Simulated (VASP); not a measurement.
The system is ZrSnTe4.

```
CELL_PARAMETERS angstrom
5.88085 0.00000 0.00000
0.00000 5.88085 0.00000
0.00000 0.00000 6.16733
ATOMIC_POSITIONS crystal
Zr 0.00000 0.00000 0.50000
Sn 0.00000 0.00000 0.00000
Te 0.00000 0.50000 0.00000
Te 0.50000 0.00000 0.00000
Te 0.00000 0.50000 0.50000
Te 0.50000 0.00000 0.50000
```

The cell was generated, and may not be a known phase.

```yaml
Program: VASP 6.6.1
Task: relaxation of cell and atoms
Functional: PBE
Potentials_or_basis: VASP PAW PBE potentials, release 64 (Zr_sv, Sn_d, Te)
Cutoff: 600 eV
k_mesh: 6 × 6 × 6
Occupations: gaussian, width 0.1 eV
Spin: no spin polarisation
```

At the start: pressure 0.2 GPa; volume 35.55 Å³/atom.

Question: Where does the relaxation end?

Answer: Over 4 steps the energy falls by 2.5 meV/atom and the volume is 35.83 Å³/atom (+0.8 %); space group P4/mmm (No. 123, to 0.1 Å) before and after.

Step by step:
```
step  energy change (eV)  largest force (eV/Å)  pressure (GPa)  volume (Å³)
   1              0.0000                0.0000            0.22       213.29
   2             -0.0147                0.0000            0.05       214.77
   3             -0.0150                0.0000            0.03       215.02
   4             -0.0150                0.0000            0.03       214.99
```

Final structure:
```
CELL_PARAMETERS angstrom
5.93448 0.00000 0.00000
0.00000 5.93448 0.00000
0.00000 0.00000 6.10444
ATOMIC_POSITIONS crystal
Zr 0.00000 0.00000 0.50000
Sn 0.00000 0.00000 0.00000
Te 0.00000 0.50000 0.00000
Te 0.50000 0.00000 0.00000
Te 0.00000 0.50000 0.50000
Te 0.50000 0.00000 0.50000
```
